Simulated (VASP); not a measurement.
Here is a VASP 6.6.1 calculation.

File INCAR:

```
PREC = Accurate ; ENCUT = 650
EDIFF = 1E-6 ; ISMEAR = 0
SIGMA = 0.1 ; LREAL = F
LASPH = T ; NELM = 120
ALGO = Normal ; ISIF = 2
LWAVE = F ; LCHARG = T
GGA = PE ; LELF = T
LVHAR = T ; NBANDS = 26
GGA_COMPAT = F
```

File KPOINTS:

```
Automatic mesh
0
Gamma
  1 1 1
```

File POSCAR:

```
LiMg12
1.0
    6.4200000000      0.0000000000      0.0000000000
   -4.8150000000      8.3398250000      0.0000000000
    0.0000000000      0.0000000000      5.2130400000
Mg Li
12 1
Direct
    0.1714487067      0.0756288052     -0.0084562942
    0.1780592698      0.2436956411      0.4904297684
   -0.0382321539      0.2880850617     -0.0094865952
    0.1147502955      0.5321385041      0.4904529795
    0.0326528270      0.6755830008     -0.0102765373
    0.1442039576      0.8887730858      0.4911803861
    0.5165421578     -0.0263969568     -0.0087511318
    0.6304439928      0.2077438076      0.4896755060
    0.5873973034      0.3694238188     -0.0094591639
    0.6547283080      0.5715538396      0.4906039470
    0.3940404249      0.5819024980     -0.0100415497
    0.6586195204      0.8830698486      0.4910975170
    0.7921269082      0.8245885255      0.9904840554
```

Potentials or basis: VASP PAW PBE potentials, release 64 (Mg, Li_sv).

Command:

```sh
$ cat potpaw_PBE.64/Mg/POTCAR potpaw_PBE.64/Li_sv/POTCAR > POTCAR
$ mpirun -np 1 vasp_gam > vasp.out
```

**Question.** Predict the pressure.

**Answer.** 3.7 GPa.

**Question.** Predict the largest force.

**Answer.** 0.005 eV/Å.

**Question.** Predict the band gap on the k mesh.

**Answer.** Zero (an odd number of electrons rules out a gap without spin polarisation).

Forces in eV/Å, atoms in the order of the input:
```
Mg   0.003  0.004  0.000
Mg   0.000  0.001  0.000
Mg   0.000 -0.002 -0.001
Mg   0.000  0.000  0.000
Mg   0.002 -0.001  0.000
Mg   0.002  0.000  0.000
Mg  -0.002  0.001  0.001
Mg   0.000 -0.001  0.000
Mg   0.001  0.000  0.000
Mg   0.000  0.001  0.000
Mg  -0.001 -0.003  0.000
Mg  -0.002  0.000  0.000
Li  -0.001  0.000  0.000
```

Caveat: the k points lie up to 1.21 Å⁻¹ apart, too coarse for converged energies and pressures of a metal.
